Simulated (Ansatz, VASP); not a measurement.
# Re in VASP and in Ansatz

INCAR

```
PREC = Accurate ; ENCUT = 520
EDIFF = 1E-7 ; ISMEAR = -1
SIGMA = 0.1 ; LREAL = False
LASPH = True ; NELM = 60
ALGO = Normal ; ISIF = 2
LWAVE = False ; LCHARG = True
LELF = True ; LVHAR = True
NBANDS = 10
```

The input KPOINTS:

```
regular mesh
0
Gamma
  19 19 19
```

The input POSCAR:

```
Re
1.0
   -1.3500588784      1.3500588784      1.3500588784
    1.3500588784     -1.3500588784      1.3500588784
    1.3500588784      1.3500588784     -1.3500588784
Re
1
Direct
    0.0000000000      0.0000000000      0.0000000000
```

Input for Ansatz:

```yaml
crystal:
  lattice:
    - [-1.3500588784, 1.3500588784, 1.3500588784]
    - [1.3500588784, -1.3500588784, 1.3500588784]
    - [1.3500588784, 1.3500588784, -1.3500588784]
  atoms:
    - { symbol: Re, position: [0.0, 0.0, 0.0] }
kpoints:
  mp_grid: { grid: [19, 19, 19] }
scf:
  occupations: { method: fermi_dirac, width: 0.1 }
hamiltonian:
  xc: lda
  pseudopotentials: { kind: paw }
output:
  forces: true
  stress: true
  eigenvalues: true
  populations: true
```

Change from the starting cell: volume scaled by 0.68, PAW files.

Alike in both runs: task single point; functional LDA; k mesh 19 × 19 × 19; occupations fermi-dirac, width 0.1 eV; no spin polarisation.

```csv
,VASP,Ansatz
version,VASP 6.6.1,Ansatz 0.2.0
potentials or method,"VASP PAW LDA potentials, release 64 (Re)","PAW with Ansatz's default frozen-core files, scalar-relativistic"
plane-wave cutoff (eV),520,420
valence electrons in the cell,7,15
```

|  | VASP | Ansatz | Ansatz less VASP |
| --- | --- | --- | --- |
| pressure (GPa) | 361.2 | 348.4 | -12.79 |

LDA's correlation is that of Perdew and Zunger in VASP and of Perdew and Wang (1992) in Ansatz. Both programs put the cell under a high pressure, so it lies far from rest at this level. VASP's potentials hold 7 valence electrons a cell and Ansatz's 15, so a difference there can come from the potentials and not from the codes.

Neither program's run includes spin-orbit coupling. Noted on VASP's run: the cell as given lies far from equilibrium.
